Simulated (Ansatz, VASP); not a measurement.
## One calculation of AlNi3, two programs

Contents of INCAR:

```
SYSTEM = AlNi3
ALGO = Normal
EDIFF = 1E-6
ENCUT = 520
GGA = PS
ISIF = 2
ISMEAR = 0
ISPIN = 2
LASPH = .True.
LCHARG = .True.
LELF = .True.
LMAXMIX = 4
LORBIT = 11
LREAL = .False.
LVHAR = .True.
LWAVE = .False.
MAGMOM = 0 0.28 0.28 0.28
NBANDS = 28
NELM = 150
PREC = Accurate
SIGMA = 0.15
```

The input KPOINTS:

```
k-points
0
Gamma
  14 14 14
  0 0 0
```

File POSCAR:

```
AlNi3
1.0
    3.2375598979      0.0000000000      0.0000000000
    0.0000000000      3.2375598979      0.0000000000
    0.0000000000      0.0000000000      3.2375598979
Al Ni
1 3
Direct
    0.0000000000      0.0000000000      0.0000000000
    0.0000000000      0.5000000000      0.5000000000
    0.5000000000      0.0000000000      0.5000000000
    0.5000000000      0.5000000000      0.0000000000
```

Input for Ansatz:

```yaml
crystal:
  lattice:
    - [3.2375598979, 0.0, 0.0]
    - [0.0, 3.2375598979, 0.0]
    - [0.0, 0.0, 3.2375598979]
  atoms:
    - { symbol: Al, position: [0.0, 0.0, 0.0] }
    - { symbol: Ni, position: [0.0, 0.5, 0.5], spin: 0.28 }
    - { symbol: Ni, position: [0.5, 0.0, 0.5], spin: 0.28 }
    - { symbol: Ni, position: [0.5, 0.5, 0.0], spin: 0.28 }
basis:
  ecutwfc: 420
kpoints:
  mp_grid: { grid: [14, 14, 14] }
hamiltonian:
  xc: pbesol
scf:
  occupations: { method: gaussian, width: 0.15 }
output:
  forces: true
  stress: true
  eigenvalues: true
  populations: true
magnetization:
  spin_polarized: true
```

Change from the starting cell: strain -0.080 along x and y, -0.080 along z, atoms carried along.

Alike in both runs: task single point; functional PBEsol; k mesh 14 × 14 × 14; occupations gaussian, width 0.15 eV; collinear spin.

|  | VASP | Ansatz |
| --- | --- | --- |
| version | VASP 6.6.1 | Ansatz 0.2.0 |
| potentials or method | VASP PAW PBE potentials, release 64 (Al, Ni), cutoff 520 eV | scalar-relativistic, plane waves, PAW |
| valence electrons in the cell | 33 | 57 |

|  | VASP | Ansatz | Ansatz less VASP |
| --- | --- | --- | --- |
| gap on the k mesh at the Fermi level (eV) | none | none | - |
| pressure (GPa) | 89.6 | 89.8 | +0.21 |
| net moment per atom (μB) | 0.00 | 0.00 | -0.002 |

VASP's potentials were made for PBE, not for PBEsol. A gap of «none» marks a metal or a gap that the smearing closes. Both programs put the cell under a high pressure, so it lies far from rest at this level. VASP's potentials hold 33 valence electrons a cell and Ansatz's 57, so a difference there can come from the potentials and not from the codes. Ansatz's warnings: seeded moment not kept.

Noted on VASP's run: the cell as given lies far from equilibrium.
